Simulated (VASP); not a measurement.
# Na (Im-3m) in VASP: notebook, part 2 of 2

VASP 6.6.1. The steps go on from the part before.

### 3 Single point, LDA

The input, INCAR:

```
SYSTEM = Na
PREC = Accurate
ENCUT = 520
EDIFF = 1E-6
ISMEAR = 1
SIGMA = 0.01
LREAL = .False.
LASPH = .True.
NELM = 100
ALGO = Normal
ISIF = 2
LWAVE = .False.
LCHARG = .True.
LELF = .True.
LVHAR = .True.
NBANDS = 10
```

The input, KPOINTS:

```
regular mesh
0
Gamma
  11 11 11
  0 0 0
```

The input, POSCAR:

```
Na
1.0
   -2.0287155323      2.0287155323      2.0287155323
    2.0287155323     -2.0287155323      2.0287155323
    2.0287155323      2.0287155323     -2.0287155323
Na
1
Direct
    0.0000000000      0.0000000000      0.0000000000
```

Potentials or basis: VASP PAW LDA potentials, release 64 (Na_pv).

Launch:

```console
$ cat potpaw_LDA.64/Na_pv/POTCAR > POTCAR
$ mpirun -np 1 vasp_std > vasp.out
```

OUTCAR:

```text
SYSTEM = Na
   PREC = Accurate
   ENCUT = 520
   EDIFF = 1E-6
   ISMEAR = 1
   LREAL = .False.
   LASPH = .True.
   NELM = 100
   ISIF = 2

 ion  position               nearest neighbor table
   1  0.000  0.000  0.000-

  LATTYP: Found a body centered cubic cell.
 ALAT       =     4.0574310646

  Lattice vectors:

 A1 = (  -2.0287155323,   2.0287155323,   2.0287155323)
 A2 = (   2.0287155323,  -2.0287155323,   2.0287155323)
 A3 = (   2.0287155323,   2.0287155323,  -2.0287155323)

Analysis of symmetry for initial positions (statically):
=====================================================================
 Subroutine PRICEL returns:
 Original cell was already a primitive cell.

 Routine SETGRP: Setting up the symmetry group for a
 body centered cubic supercell.

 Subroutine GETGRP returns: Found 48 space group operations
 (whereof 48 operations were pure point group operations)
 out of a pool of 48 trial point group operations.

The static configuration has the point symmetry O_h .

Analysis of symmetry for dynamics (positions and initial velocities):
=====================================================================
 Subroutine PRICEL returns:
 Original cell was already a primitive cell.

 Routine SETGRP: Setting up the symmetry group for a
 body centered cubic supercell.

 Subroutine GETGRP returns: Found 48 space group operations
 (whereof 48 operations were pure point group operations)
 out of a pool of 48 trial point group operations.

The dynamic configuration has the point symmetry O_h .

 Subroutine INISYM returns: Found 48 space group operations
 (whereof 48 operations are pure point group operations),
 and found     1 'primitive' translations

----------------------------------------------------------------------------------------

                                     Primitive cell

  volume of cell :      33.3982

  direct lattice vectors                    reciprocal lattice vectors
    -2.028715532  2.028715532  2.028715532     0.000000000  0.246461365  0.246461365
     2.028715532 -2.028715532  2.028715532     0.246461365  0.000000000  0.246461365
     2.028715532  2.028715532 -2.028715532     0.246461365  0.246461365  0.000000000

  length of vectors
     3.513838376  3.513838376  3.513838376     0.348549005  0.348549005  0.348549005

  position of ions in fractional coordinates (direct lattice)
     0.000000000  0.000000000  0.000000000

  ion indices of the primitive-cell ions
   primitive index   ion index
                 1           1

----------------------------------------------------------------------------------------

 KPOINTS: regular mesh

Automatic generation of k-mesh.
 Grid dimensions read from file:
 generate k-points for:   11   11   11

 Generating k-lattice:

  Cartesian coordinates                     Fractional coordinates (reciprocal lattice)
     0.000000000  0.022405579  0.022405579     0.090909091  0.000000000  0.000000000
     0.022405579  0.000000000  0.022405579     0.000000000  0.090909091  0.000000000
     0.022405579  0.022405579  0.000000000     0.000000000  0.000000000  0.090909091

  Length of vectors
     0.031686273  0.031686273  0.031686273

  Shift w.r.t. Gamma in fractional coordinates (k-lattice)
     0.000000000  0.000000000  0.000000000

 Subroutine IBZKPT returns following result:
 ===========================================

 Found     56 irreducible k-points:

 Following reciprocal coordinates:
            Coordinates               Weight
  0.000000  0.000000  0.000000      1.000000
  0.090909  0.000000  0.000000     12.000000
  0.181818  0.000000  0.000000     12.000000
  0.272727  0.000000  0.000000     12.000000
  0.363636  0.000000  0.000000     12.000000
  0.454545  0.000000  0.000000     12.000000
[... 16 lines left out ...]
  0.272727  0.181818  0.090909     48.000000
  0.363636  0.181818  0.090909     24.000000
 [... further k-points ...]
   k-points           NKPTS =     56   k-points in BZ     NKDIM =     56   number of bands    NBANDS=     10
   number of dos      NEDOS =    301   number of ions     NIONS =      1
   total plane-waves  NPLWV =  21952
   dimension x,y,z NGX =    28 NGY =   28 NGZ =   28
   dimension x,y,z NGXF=    56 NGYF=   56 NGZF=   56
   ions per type =               1
   NGX,Y,Z   is equivalent  to a cutoff of  13.25, 13.25, 13.25 a.u.
   NGXF,Y,Z  is equivalent  to a cutoff of  26.49, 26.49, 26.49 a.u.
 SYSTEM =  Na
   PREC   = accura    normal or accurate (medium, high low for compatibility)
   ISTART =      0    job   : 0-new  1-cont  2-samecut
   ICHARG =      2    charge: 1-file 2-atom 10-const
   ISPIN  =      1    spin polarized calculation?
   LNONCOLLINEAR =      F non collinear calculations
   LSORBIT =      F    spin-orbit coupling
   LASPH  =      T    aspherical Exc in radial PAW
   ENCUT  =  520.0 eV  38.22 Ry    6.18 a.u.   6.53  6.53  6.53*2*pi/ulx,y,z
   NELM   =    100;   NELMIN=  2; NELMDL= -5     # of ELM steps
   EDIFF  = 0.1E-05   stopping-criterion for ELM
   LREAL  =      F    real-space projection
   EDIFFG = 0.1E-04   stopping-criterion for IOM
   NSW    =      0    number of steps for IOM
   IBRION =     -1    ionic relax: 0-MD 1-quasi-New 2-CG
   NFREE  =      0    steps in history (QN), initial steepest desc. (CG)
   ISIF   =      2    stress and relaxation
   ISYM   =      2    0-nonsym 1-usesym 2-fastsym
   POTIM  = 0.5000    time-step for ionic-motion
   TEBEG  =    0.0;   TEEND  =   0.0 temperature during run
   PSTRESS=    0.0 pullay stress
   NELECT =       7.0000    total number of electrons
   NUPDOWN=      -1.0000    fix difference up-down
   EMIN   =  10.00;   EMAX   =-10.00  energy-range for DOS
   EFERMI =   0.00;   METHOD = LEGACY
   ISMEAR =     1;   SIGMA  =   0.01  broadening in eV -4-tet -1-fermi 0-gaus
   EFERMI_NEDOS =   21; number of points for ismear=-14 and -15
   IALGO  =     38    algorithm
   IMIX   =      4    mixing-type and parameters
     AMIX     =   0.40;   BMIX     =  1.00
     AMIX_MAG =   1.60;   BMIX_MAG =  1.00
  volume/ion in A,a.u.               =      33.40       225.38
  Fermi-wavevector in a.u.,A,eV,Ry     =   0.972448  1.837660 12.866417  0.945655
  Thomas-Fermi vector in A             =   2.102747
   LORBIT       =      0    0 simple, 1 ext, 2 COOP (PROOUT), +10 PAW based schemes
   GGA     = CA    functional components
   LHFCALC =     F    Hartree Fock is set to
   AEXX    =    0.0000 exact exchange contribution
   IVDW    =     0    specifies the selected vdW correction
   LEPSILON=     F    determine dielectric tensor
   LRPA    =     F    only Hartree local field effects (RPA)
 non-spin polarized calculation
 Methfessel and Paxton  Order N= 1 SIGMA  =   0.01
  energy-cutoff  :      520.00
  volume of cell :       33.40
 maximum number of plane-waves:       935
 NGX is ok and might be reduce to    28
   NGX = 13   NGY = 13   NGZ = 13

 number of electron       7.0000010 magnetization

 Free energy of the ion-electron system (eV)
  ---------------------------------------------------
  ext. energy  EPLUGINS =         0.00000000
  ---------------------------------------------------
  free energy    TOTEN  =        -1.45684668 eV

  energy without entropy =       -1.45678538  energy(sigma->0) =       -1.45682625

 E-fermi :   0.4367     XC(G=0):  -7.0276

 val. band max:        0.4328386119   @ k =  -0.3636   0.4545   0.0909
 cond. band min:       0.5772042525   @ k =   0.1818   0.1818   0.1818
 fundamental gap:      0.1443656406
 Fermi energy:         0.4367114126

 k-point     1 :       0.0000    0.0000    0.0000
  band No.  band energies     occupation
      1     -24.3995      2.00000
      2     -24.3995      2.00000
      3     -24.3995      2.00000
      4      -3.0430      2.00000
      5      12.7852      0.00000
      6      12.7852      0.00000
      7      12.7852      0.00000
      8      13.9582      0.00000
      9      13.9582      0.00000
     10      14.6649      0.00000

 k-point     2 :       0.0909    0.0000    0.0000
  band No.  band energies     occupation
      1     -24.4037      2.00000
      2     -24.4008      2.00000
      3     -24.3995      2.00000
      4      -2.8863      2.00000
      5      11.0786      0.00000
      6      11.9689      0.00000
      7      12.2948      0.00000
      8      12.9778      0.00000
      9      13.3192      0.00000
     10      15.0025      0.00000
[... 274 lines left out ...]
 k-point    24 :       0.3636    0.1818    0.0909
  band No.  band energies     occupation
      1     -24.4423      2.00000
      2     -24.4229      2.00000
      3     -24.4074      2.00000
      4       1.9167      0.00000
      5       2.4409      0.00000
      6       5.3422      0.00000
      7       7.3509      0.00000
      8      14.5968      0.00000
      9      16.0243      0.00000
     10      17.1957      0.00000

 [... further k-points ...]
[... 5 lines left out ...]
  --------------------------------------------------------------------------------------
  -------------------------------------------------------------------------------------
  Total       -0.0155960     -0.0155960     -0.0155960      0.0000000     -0.0000000      0.0000000
  in kB       -0.7481708     -0.7481708     -0.7481708      0.0000000     -0.0000000      0.0000000
  external PRESSURE =      -0.7481708 kB  Pullay stress =       0.0000000 kB

 VOLUME and BASIS-vectors are now :
 -----------------------------------------------------------------------------
  energy-cutoff  :      520.00
  volume of cell :       33.40
      direct lattice vectors                 reciprocal lattice vectors
    -2.028715532  2.028715532  2.028715532     0.000000000  0.246461365  0.246461365
     2.028715532 -2.028715532  2.028715532     0.246461365  0.000000000  0.246461365
     2.028715532  2.028715532 -2.028715532     0.246461365  0.246461365  0.000000000

 POSITION                                       TOTAL-FORCE (eV/Angst)
 -----------------------------------------------------------------------------------
      0.00000      0.00000      0.00000        -0.000000      0.000000     -0.000000
 -----------------------------------------------------------------------------------
    total drift:                                0.000000     -0.000000     -0.000000

  FREE ENERGIE OF THE ION-ELECTRON SYSTEM (eV)
  ---------------------------------------------------
  free  energy   TOTEN  =        -1.4568466786 eV

  energy  without entropy=       -1.4567853821  energy(sigma->0) =       -1.45682625
```

stdout:

```text
POSCAR found type information on POSCAR Na
 POSCAR found :  1 types and       1 ions
 scaLAPACK will be used
 LDA part: xc-table for (Slater(with rela. corr.)+CA(PZ))
 , standard interpolation
 POSCAR, INCAR and KPOINTS ok, starting setup
 FFT: planning ... GRIDC
 FFT: planning ... GRID_SOFT
 FFT: planning ... GRID
 WAVECAR not read
 entering main loop
```

Wall time 8.1 s (1 thread of Intel Xeon Platinum 8488C (Sapphire Rapids), shared host); peak memory 0.13 GiB.

Results:

* Free energy: -1.4568 eV
* Pressure: -0.1 GPa

### 4 Single point, LDA

The input, INCAR:

```
SYSTEM = Na
PREC = Accurate ; ENCUT = 520
EDIFF = 1E-6 ; ISMEAR = 1
SIGMA = 0.03 ; LREAL = .False.
LASPH = .True. ; NELM = 80
ALGO = Normal ; ISIF = 2
LWAVE = .False. ; LCHARG = .False.
NBANDS = 10
```

The input, KPOINTS:

```
Automatic mesh
0
Gamma
  11 11 11
  0 0 0
```

POSCAR is that of step 3.

Launch:

```console
$ cat potpaw_LDA.64/Na_pv/POTCAR > POTCAR
$ mpirun -np 1 vasp_std > vasp.out
```

It took 6.9 s on 1 thread of Intel Xeon Platinum 8488C (Sapphire Rapids), shared host; peak memory 0.13 GiB.

It converged, with:

```
Free energy : -1.4570 eV
Pressure    : -0.1 GPa
```

Levels at points of the mesh, in eV from the Fermi level:
```csv
k point,band 1,band 2,band 3,band 4,band 5,band 6,band 7,band 8
"(0.00, 0.00, 0.00)",-24.84,-24.84,-24.84,-3.49,12.34,12.34,12.34,13.51
```

### 5 Single point, LDA

The input, INCAR:

```
ALGO = Normal
EDIFF = 1E-6
ENCUT = 520
ISIF = 2
ISMEAR = 1
LASPH = T
LCHARG = F
LREAL = F
LWAVE = F
NBANDS = 10
NELM = 60
PREC = Accurate
SIGMA = 0.1
```

The input, KPOINTS:

```
k-points
0
Gamma
  11 11 11
```

POSCAR is that of step 4.

Launch:

```console
$ cat potpaw_LDA.64/Na_pv/POTCAR > POTCAR
$ mpirun -np 1 vasp_std > vasp.out
```

Run time: 7.6 s. Hardware: 1 thread of AMD EPYC 9R45 (Zen 5), shared host; peak memory 0.1 GiB.

The run converged. Its results:

| Property | Result |
| --- | --- |
| Free energy | -1.4574 eV |
| Pressure | -0.1 GPa |

Levels at points of the mesh, in eV from the Fermi level:
| k point | band 1 | band 2 | band 3 | band 4 | band 5 | band 6 |
| --- | --- | --- | --- | --- | --- | --- |
| (0.00, 0.00, 0.00) | -24.87 | -24.87 | -24.87 | -3.51 | 12.31 | 12.31 |

### 6 Single point, LDA

The input, INCAR:

```
ALGO     = Normal         # electronic algorithm
EDIFF    = 1E-6           # SCF threshold, eV
ENCUT    = 520            # plane-wave cutoff, eV
GGA      = CA             # functional
ISIF     = 2              # what is computed and relaxed
ISMEAR   = 1              # smearing method
LASPH    = T              # aspherical terms in the spheres
LCHARG   = F              # write CHGCAR
LREAL    = F              # projectors in reciprocal space
LWAVE    = F              # write WAVECAR
NBANDS   = 10             # bands
NELM     = 100            # most SCF steps
PREC     = Accurate       # precision mode
SIGMA    = 0.2            # smearing width, eV
```

KPOINTS is that of step 5.

POSCAR is that of step 5.

Potentials or basis: VASP PAW LDA potentials, release 64 (Na_pv).

Launch:

```console
$ cat potpaw_LDA.64/Na_pv/POTCAR > POTCAR
$ mpirun -np 1 vasp_std > vasp.out
```

OUTCAR:

```text
EDIFF = 1E-6
   ENCUT = 520
   GGA = CA
   ISIF = 2
   ISMEAR = 1
   LASPH = T
   LREAL = F
   NELM = 100
   PREC = Accurate

 ion  position               nearest neighbor table
   1  0.000  0.000  0.000-

  LATTYP: Found a body centered cubic cell.
 ALAT       =     4.0574310646

  Lattice vectors:

 A1 = (  -2.0287155323,   2.0287155323,   2.0287155323)
 A2 = (   2.0287155323,  -2.0287155323,   2.0287155323)
 A3 = (   2.0287155323,   2.0287155323,  -2.0287155323)

Analysis of symmetry for initial positions (statically):
=====================================================================
 Subroutine PRICEL returns:
 Original cell was already a primitive cell.

 Routine SETGRP: Setting up the symmetry group for a
 body centered cubic supercell.

 Subroutine GETGRP returns: Found 48 space group operations
 (whereof 48 operations were pure point group operations)
 out of a pool of 48 trial point group operations.

The static configuration has the point symmetry O_h .

Analysis of symmetry for dynamics (positions and initial velocities):
=====================================================================
 Subroutine PRICEL returns:
[... 159 lines left out ...]
 cond. band min:       0.5772112419   @ k =   0.1818   0.1818   0.1818
 fundamental gap:      0.1443656081
 Fermi energy:         0.5090257111

 k-point     1 :       0.0000    0.0000    0.0000
  band No.  band energies     occupation
      1     -24.3994      2.00000
      2     -24.3994      2.00000
      3     -24.3994      2.00000
      4      -3.0430      2.00000
      5      12.7852      0.00000
      6      12.7852      0.00000
      7      12.7852      0.00000
      8      13.9582      0.00000
      9      13.9582      0.00000
     10      14.6649      0.00000
[... 287 lines left out ...]
 k-point    24 :       0.3636    0.1818    0.0909
  band No.  band energies     occupation
      1     -24.4423      2.00000
      2     -24.4229      2.00000
      3     -24.4074      2.00000
      4       1.9167     -0.00000
      5       2.4409     -0.00000
      6       5.3422      0.00000
      7       7.3509      0.00000
      8      14.5968      0.00000
      9      16.0243      0.00000
     10      17.1957      0.00000

 [... further k-points ...]
[... 5 lines left out ...]
  --------------------------------------------------------------------------------------
  -------------------------------------------------------------------------------------
  Total       -0.0164514     -0.0164514     -0.0164514      0.0000000      0.0000000     -0.0000000
  in kB       -0.7892070     -0.7892070     -0.7892070      0.0000000      0.0000000     -0.0000000
  external PRESSURE =      -0.7892070 kB  Pullay stress =       0.0000000 kB

 VOLUME and BASIS-vectors are now :
 -----------------------------------------------------------------------------
  energy-cutoff  :      520.00
  volume of cell :       33.40
      direct lattice vectors                 reciprocal lattice vectors
    -2.028715532  2.028715532  2.028715532     0.000000000  0.246461365  0.246461365
     2.028715532 -2.028715532  2.028715532     0.246461365  0.000000000  0.246461365
     2.028715532  2.028715532 -2.028715532     0.246461365  0.246461365  0.000000000

 POSITION                                       TOTAL-FORCE (eV/Angst)
 -----------------------------------------------------------------------------------
      0.00000      0.00000      0.00000        -0.000000      0.000000     -0.000000
 -----------------------------------------------------------------------------------
    total drift:                                0.000000     -0.000000      0.000000

  FREE ENERGIE OF THE ION-ELECTRON SYSTEM (eV)
  ---------------------------------------------------
  free  energy   TOTEN  =        -1.4571522216 eV

  energy  without entropy=       -1.4583064580  energy(sigma->0) =       -1.45753697
```

stdout:

```text
POSCAR found type information on POSCAR Na
 POSCAR found :  1 types and       1 ions
 scaLAPACK will be used
 LDA part: xc-table for (Slater(with rela. corr.)+CA(PZ))
 , standard interpolation
 POSCAR, INCAR and KPOINTS ok, starting setup
 FFT: planning ... GRIDC
 FFT: planning ... GRID_SOFT
 FFT: planning ... GRID
 WAVECAR not read
 entering main loop
```

Run time: 8 s. Hardware: 1 thread of AMD EPYC 9R45 (Zen 5), shared host; peak memory 0.11 GiB.

Results:

```
Free energy : -1.4572 eV
Pressure    : -0.1 GPa
```

### 7 The runs side by side

| smearing | gap on the mesh (eV) | pressure (GPa) |
| --- | --- | --- |
| gaussian 1 eV | none | 0.2 |
| methfessel-paxton 0.01 eV | none | -0.1 |
| methfessel-paxton 0.03 eV | none | -0.1 |
| methfessel-paxton 0.1 eV | none | -0.1 |
| methfessel-paxton 0.2 eV | none | -0.1 |

Alike in all rows: task single point; level LDA; potentials or basis VASP PAW LDA potentials, release 64 (Na_pv); no spin polarisation; cell as given; k mesh 11 × 11 × 11; cutoff (eV) 520.

Every run on the cell as given and a fine mesh finds a metal.

Total energies depend on the potentials used, so only differences within one code and one set of settings carry meaning.
